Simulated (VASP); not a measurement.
**SiC: single point with PBE**

SiC:

```
Si C
1.0
     3.07756    0.00000    0.00000
    -1.53878    2.66524    0.00000
     0.00000    0.00000   10.07672
Si C
4 4
Cartesian
  0.0000 0.0000 -0.0014
  0.0000 1.7768 2.5183
  0.0000 0.0000 5.0369
  1.5388 0.8884 7.5566
  0.0000 0.0000 1.8872
  0.0000 1.7768 4.4131
  0.0000 0.0000 6.9256
  1.5388 0.8884 9.4514
```

- Program: VASP 6.6.1
- Task: single point
- Functional: PBE
- Potentials or basis: VASP PAW PBE potentials, release 64 (Si, C)
- Cutoff: 520 eV
- k mesh: 12 × 12 × 4
- Occupations: fermi-dirac, width 0.02 eV
- Spin: no spin polarisation
- Dipole correction: no
- Further INCAR settings: ALGO = Normal; EDIFF = 1e-07; NBANDS = 26

```json
{"Pressure": "3.4 GPa", "Largest force": "0.005 eV/Å", "Band gap on the k mesh": "2.23 eV (least direct gap 3.35 eV)"}
```

Forces in eV/Å, atoms in the order of the input:
```
Si   0.000  0.000 -0.003
Si   0.000  0.000  0.004
Si   0.000  0.000 -0.003
Si   0.000  0.000  0.004
C    0.000  0.000  0.004
C    0.000  0.000 -0.005
C    0.000  0.000  0.004
C    0.000  0.000 -0.005
```

Stress tensor (GPa, compression positive):
```
3.49 0.00 0.00
0.00 3.49 0.00
0.00 0.00 3.37
```

Levels at points of the mesh, in eV from the valence-band top:
| k point | band 13 | band 14 | band 15 | band 16 | band 17 | band 18 | band 19 | band 20 |
| --- | --- | --- | --- | --- | --- | --- | --- | --- |
| (0.00, 0.00, 0.00) | -0.58 | -0.05 | 0.00 | 0.00 | 5.10 | 5.68 | 6.30 | 6.32 |
| (0.50, 0.00, 0.00) | -2.36 | -2.22 | -1.58 | -1.12 | 2.23 | 2.35 | 4.23 | 4.75 |
| (0.00, 0.00, 0.50) | -0.21 | -0.21 | -0.21 | -0.21 | 5.31 | 5.31 | 6.77 | 6.77 |
| (0.50, 0.00, 0.50) | -2.50 | -2.50 | -1.55 | -1.55 | 2.64 | 2.64 | 4.21 | 4.21 |

Wall time 59 s on 1 thread of Intel(R) Xeon(R) 6975P-C (Granite Rapids) (shared host), peak memory 0.24 GiB.

Caveat: the cell stands under pressure. A k mesh can miss the band edges.
